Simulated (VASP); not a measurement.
Yb3InC:

```
CELL_PARAMETERS angstrom
5.06325 0.00000 0.00000
0.00000 5.06325 0.00000
0.00000 0.00000 5.06325
ATOMIC_POSITIONS crystal
Yb 0.50000 0.00000 0.50000
Yb 0.00000 0.50000 0.50000
Yb 0.50000 0.50000 0.00000
In 0.00000 0.00000 0.00000
C 0.50000 0.50000 0.50000
```

Base run:

```yaml
Program: VASP 6.6.1
Functional: PBE
Potentials_or_basis: VASP PAW PBE potentials, release 64 (Yb, In_d, C)
Cutoff: 520 eV
k_mesh: 5 × 5 × 5
Occupations: gaussian, width 0.025 eV
Spin: no spin polarisation
```

Its results: pressure -4.5 GPa.

Problem. The run is repeated on the same cell with these changes: occupations from gaussian, width 0.025 eV to gaussian, width 0.15 eV. What comes out?

Solution. Pressure -3.9 GPa.
